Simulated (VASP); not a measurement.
# Cd3InO (Pm-3m) in VASP: further runs, part 2 of 2

VASP 6.6.1. The steps go on from the part before.

**4. Relaxation of cell and atoms, PBE, collinear spin, ferromagnetic start**

The input, INCAR:

```
PREC = Accurate ; ENCUT = 600
EDIFF = 1E-6 ; ISMEAR = 0
SIGMA = 0.1 ; LREAL = False
LASPH = True ; NELM = 150
ALGO = Normal ; ISIF = 3
LWAVE = False ; LCHARG = False
ISPIN = 2 ; MAGMOM = 0 0 0 0 1
LORBIT = 11 ; GGA = PE
IBRION = 2 ; NSW = 90
EDIFFG = -0.04
```

The input, KPOINTS:

```
regular mesh
0
Gamma
  4 4 4
```

The input, POSCAR:

```
Cd3InO
1.0
    4.6357090500      0.0000000000      0.0000000000
    0.0000000000      4.6357090500      0.0000000000
    0.0000000000      0.0000000000      4.6357090500
Cd In O
3 1 1
Direct
    0.0000000000      0.0000000000      0.5000000000
    0.5000000000      0.0000000000      0.0000000000
    0.0000000000      0.5000000000      0.0000000000
    0.0000000000      0.0000000000      0.0000000000
    0.5000000000      0.5000000000      0.5000000000
```

Potentials or basis: VASP PAW PBE potentials, release 64 (Cd, In_d, O).

Command:

```console
$ cat potpaw_PBE.64/Cd/POTCAR potpaw_PBE.64/In_d/POTCAR potpaw_PBE.64/O/POTCAR > POTCAR
$ mpirun -np 1 vasp_std > vasp.out
```

OUTCAR:

```text
PREC = Accurate
   ENCUT = 600
   EDIFF = 1E-6
   ISMEAR = 0
   LREAL = False
   LASPH = True
   NELM = 150
   ISIF = 3
   ISPIN = 2
   LORBIT = 11
   GGA = PE
   IBRION = 2
   NSW = 90
   EDIFFG = -0.04

 ion  position               nearest neighbor table
   1  0.000  0.000  0.500-   4 2.32   4 2.32   2 3.28   2 3.28   3 3.28   3 3.28   3 3.28   3 3.28
                             2 3.28   2 3.28
   2  0.500  0.000  0.000-   4 2.32   4 2.32   1 3.28   1 3.28   3 3.28   1 3.28   3 3.28   3 3.28
                             1 3.28   3 3.28
   3  0.000  0.500  0.000-   4 2.32   4 2.32   1 3.28   1 3.28   1 3.28   2 3.28   2 3.28   1 3.28
                             2 3.28   2 3.28
   4  0.000  0.000  0.000-   1 2.32   2 2.32   3 2.32   1 2.32   3 2.32   2 2.32
   5  0.500  0.500  0.500-

  LATTYP: Found a simple cubic cell.
 ALAT       =     4.6357090500

  Lattice vectors:

 A1 = (   4.6357090500,   0.0000000000,   0.0000000000)
 A2 = (   0.0000000000,   4.6357090500,   0.0000000000)
 A3 = (   0.0000000000,   0.0000000000,   4.6357090500)

Analysis of symmetry for initial positions (statically):
=====================================================================
 Subroutine PRICEL returns:
 Original cell was already a primitive cell.

 Routine SETGRP: Setting up the symmetry group for a
 simple cubic supercell.

 Subroutine GETGRP returns: Found 48 space group operations
 (whereof 48 operations were pure point group operations)
 out of a pool of 48 trial point group operations.

The static configuration has the point symmetry O_h .

Analysis of symmetry for dynamics (positions and initial velocities):
=====================================================================
 Subroutine PRICEL returns:
 Original cell was already a primitive cell.

 Routine SETGRP: Setting up the symmetry group for a
 simple cubic supercell.

 Subroutine GETGRP returns: Found 48 space group operations
 (whereof 48 operations were pure point group operations)
 out of a pool of 48 trial point group operations.

The dynamic configuration has the point symmetry O_h .

[... 114 lines left out ...]
   NELECT =      55.0000    total number of electrons
   NUPDOWN=      -1.0000    fix difference up-down
   EMIN   =  10.00;   EMAX   =-10.00  energy-range for DOS
   EFERMI =   0.00;   METHOD = LEGACY
   ISMEAR =     0;   SIGMA  =   0.10  broadening in eV -4-tet -1-fermi 0-gaus
   EFERMI_NEDOS =   21; number of points for ismear=-14 and -15
   IALGO  =     38    algorithm
   IMIX   =      4    mixing-type and parameters
     AMIX     =   0.40;   BMIX     =  1.00
     AMIX_MAG =   1.60;   BMIX_MAG =  1.00
  volume/ion in A,a.u.               =      19.92       134.45
  Fermi-wavevector in a.u.,A,eV,Ry     =   1.343011  2.537923 24.540535  1.803678
  Thomas-Fermi vector in A             =   2.471119
   LORBIT       =     11    0 simple, 1 ext, 2 COOP (PROOUT), +10 PAW based schemes
   GGA     = PE    functional components
   LHFCALC =     F    Hartree Fock is set to
   AEXX    =    0.0000 exact exchange contribution
   IVDW    =     0    specifies the selected vdW correction
   LEPSILON=     F    determine dielectric tensor
   LRPA    =     F    only Hartree local field effects (RPA)
 conjugate gradient relaxation of ions
 spin polarized calculation
 Gauss-broadening in eV      SIGMA  =   0.10
  energy-cutoff  :      600.00
  volume of cell :       99.62
 maximum number of plane-waves:      3362
 NGX is ok and might be reduce to    40
   NGX = 19   NGY = 19   NGZ = 19

--------------------------------------- Ionic step        1  -------------------------------------------

 number of electron      55.0000000 magnetization       1.0000000

 number of electron      55.0000012 magnetization      -0.8991555

 Free energy of the ion-electron system (eV)
  ---------------------------------------------------
  ext. energy  EPLUGINS =         0.00000000
  ---------------------------------------------------
  free energy    TOTEN  =        -2.06231092 eV

  energy without entropy =       -2.03735575  energy(sigma->0) =       -2.04983334

 E-fermi :   3.2781     XC(G=0): -10.4817

 val. band max:        3.2184971926   @ k =   0.5000   0.2500   0.0000
 cond. band min:       3.2940257918   @ k =   0.5000   0.2500   0.0000
 fundamental gap:      0.0755285993
 Fermi energy:         3.2780586488
[... 1617 lines left out ...]
 number of electron      54.9999960 magnetization      -0.0005479

 number of electron      54.9999960 magnetization       0.0003299

 Free energy of the ion-electron system (eV)
  ---------------------------------------------------
  ext. energy  EPLUGINS =         0.00000000
  ---------------------------------------------------
  free energy    TOTEN  =        -6.15150953 eV

  energy without entropy =       -6.08362363  energy(sigma->0) =       -6.11756658

 E-fermi :   0.1525     XC(G=0):  -8.2820

 val. band max:        0.1255624018   @ k =   0.2500   0.2500   0.0000
 cond. band min:       0.1977961631   @ k =   0.2500   0.2500   0.0000
 fundamental gap:      0.0722337613
 Fermi energy:         0.1524536857
[... 775 lines left out ...]
  FREE ENERGIE OF THE ION-ELECTRON SYSTEM (eV)
  ---------------------------------------------------
  free  energy   TOTEN  =        -6.1515095251 eV

  energy  without entropy=       -6.0836236286  energy(sigma->0) =       -6.11756658

 reached required accuracy - stopping structural energy minimisation

 total charge

# of ion       s       p       d       tot
------------------------------------------
    1        0.581   0.173   9.519  10.273
    2        0.581   0.173   9.519  10.273
    3        0.581   0.173   9.519  10.273
    4        0.887   0.926   9.826  11.639
    5        1.608   3.097   0.000   4.705
--------------------------------------------------
tot          4.239   4.542  38.383  47.164

 magnetization (x)

# of ion       s       p       d       tot
------------------------------------------
    1        0.000   0.000   0.000   0.000
    2        0.000   0.000   0.000   0.000
    3        0.000   0.000   0.000   0.000
    4       -0.000   0.000  -0.000   0.000
    5        0.000   0.001   0.000   0.001
--------------------------------------------------
tot          0.000   0.001   0.000   0.001
```

CONTCAR:

```text
Cd3InO
   1.00000000000000
     5.4022129961066252   -0.0000000000000000   -0.0000000000000000
    -0.0000000000000000    5.4022129961066252   -0.0000000000000000
     0.0000000000000000    0.0000000000000000    5.4022129961066252
  Cd              In              O
     3     1     1
Direct
     0.0000000000000000    0.0000000000000000    0.5000000000000000
     0.5000000000000000    0.0000000000000000    0.0000000000000000
     0.0000000000000000    0.5000000000000000    0.0000000000000000
     0.0000000000000000    0.0000000000000000    0.0000000000000000
     0.5000000000000000    0.5000000000000000    0.5000000000000000

  0.00000000E+00  0.00000000E+00  0.00000000E+00
  0.00000000E+00  0.00000000E+00  0.00000000E+00
  0.00000000E+00  0.00000000E+00  0.00000000E+00
  0.00000000E+00  0.00000000E+00  0.00000000E+00
  0.00000000E+00  0.00000000E+00  0.00000000E+00
```

Run time: 4.7 min. Hardware: 1 thread of Intel Xeon 6975P-C (Granite Rapids), shared host; peak memory 0.32 GiB.

What came out:

- Free energy: -6.1515 eV
- Relaxed volume: 31.53 Å³/atom
- Relaxed cell: a = 5.402 Å, b = 5.402 Å, c = 5.402 Å, α = 90.00°, β = 90.00°, γ = 90.00°
- Space group after relaxing (to 0.1 Å): Pm-3m (No. 221)
- Energy gained by relaxing: 817.8 meV/atom
- Ionic steps: 4
- Pressure after relaxing: -0.1 GPa
- Net moment: 0.00 μB per cell
- Valence electrons inside the program's atomic spheres: Cd 10.27; In 11.64; O 4.71

Step by step:
```
step  energy change (eV)  largest force (eV/Å)  pressure (GPa)  volume (Å³)
   1              0.0000                0.0000           38.37        99.62
   2             -3.7925                0.0000           -3.04       185.45
   3             -4.0654                0.0000            1.13       149.86
   4             -4.0892                0.0000           -0.10       157.66
```

Final structure:
```
Cd In O
1.0
     5.40221    0.00000    0.00000
     0.00000    5.40221    0.00000
     0.00000    0.00000    5.40221
Cd In O
3 1 1
Direct
  0.00000 0.00000 0.50000
  0.50000 0.00000 0.00000
  0.00000 0.50000 0.00000
  0.00000 0.00000 0.00000
  0.50000 0.50000 0.50000
```

Levels at points of the mesh, in eV from the Fermi level:
Spin up:
```tsv
k point	band 24	band 25	band 26	band 27	band 28	band 29	band 30	band 31	band 32	band 33
(0.00, 0.00, 0.00)	-1.03	-1.03	-0.14	-0.14	0.11	0.11	0.11	2.21	5.49	5.49
(0.50, 0.00, 0.00)	-0.33	-0.31	-0.31	-0.21	-0.21	0.06	1.83	4.05	4.06	4.06
(0.50, 0.50, 0.00)	-3.17	-0.14	-0.03	-0.03	0.25	0.85	1.21	3.92	3.92	4.74
(0.50, 0.50, 0.50)	-2.68	-2.68	-0.61	-0.61	-0.61	2.10	2.10	2.10	6.74	7.16
```
Spin down:
```
           k point  band 24  band 25  band 26  band 27  band 28  band 29  band 30  band 31  band 32  band 33
(0.00, 0.00, 0.00)    -1.03    -1.03    -0.14    -0.14     0.11     0.11     0.11     2.21     5.49     5.49
(0.50, 0.00, 0.00)    -0.33    -0.31    -0.31    -0.21    -0.21     0.06     1.83     4.05     4.06     4.06
(0.50, 0.50, 0.00)    -3.17    -0.14    -0.03    -0.03     0.25     0.85     1.21     3.92     3.92     4.74
(0.50, 0.50, 0.50)    -2.68    -2.68    -0.61    -0.61    -0.61     2.10     2.10     2.10     6.74     7.16
```

Caveat: the volume moved by over 15 % at a fixed basis, so the end points are rough; spin-orbit coupling is left out, which moves the levels of the heavy elements.

**5. Overview**

```csv
task,cell,cutoff (eV),gap on the mesh (eV),pressure (GPa),moment (μB)
single point,"a = 4.636 Å, 5 atoms",520,none,38.4,0.90
single point,"a = 5.457 Å, 5 atoms",520,none,-0.2,0.00
relaxation of cell and atoms,"relaxed from a = 4.636 Å, 5 atoms",600,none,-0.1,0.00
```

Alike in all rows: level PBE; potentials or basis VASP PAW PBE potentials, release 64 (Cd, In_d, O); spin collinear, ferromagnetic start; k mesh 4 × 4 × 4; smearing gaussian 0.1 eV.

Caveats: spin-orbit coupling is left out, which moves the levels of the heavy elements; the cell stands under pressure (at least some runs); the volume moved by over 15 % at a fixed basis, so the end points are rough (at least some runs).

Absolute energies hang on the potentials; compare differences alone.
